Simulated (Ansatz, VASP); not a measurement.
H6Pb in VASP and in Ansatz

```xyz
7
Lattice="0.0000 3.0745 3.0745 3.0745 0.0000 3.0745 3.0745 3.0745 0.0000" Properties=species:S:1:pos:R:3 pbc="T T T"
H     4.6118    4.6118    3.0745
H     1.5373    3.0745    1.5373
H     4.6118    1.5373    3.0745
H     4.6118    3.0745    1.5373
H     3.0745    1.5373    1.5373
H     3.0745    4.6118    1.5373
Pb    0.0000    0.0000    0.0000
```

Alike in both runs: task single point; functional PBE; k mesh 6 × 6 × 6; occupations gaussian, width 0.1 eV; no spin polarisation.

|  | VASP | Ansatz |
| --- | --- | --- |
| version | VASP 6.6.1 | Ansatz 0.2.0 |
| potentials or method | VASP PAW PBE potentials, release 64 (H, Pb_d), cutoff 500 eV | scalar-relativistic, plane waves, PAW |
| valence electrons in the cell | 20 | 20 |

VASP gave:

* gap on the k mesh at the Fermi level (eV): none
* pressure (GPa): 0.3

Question: Which values does Ansatz return?

Answer: gap on the k mesh at the Fermi level (eV): none; pressure (GPa): 0.5.

A gap of «none» marks a metal or a gap that the smearing closes.

Spin-orbit coupling is off throughout.
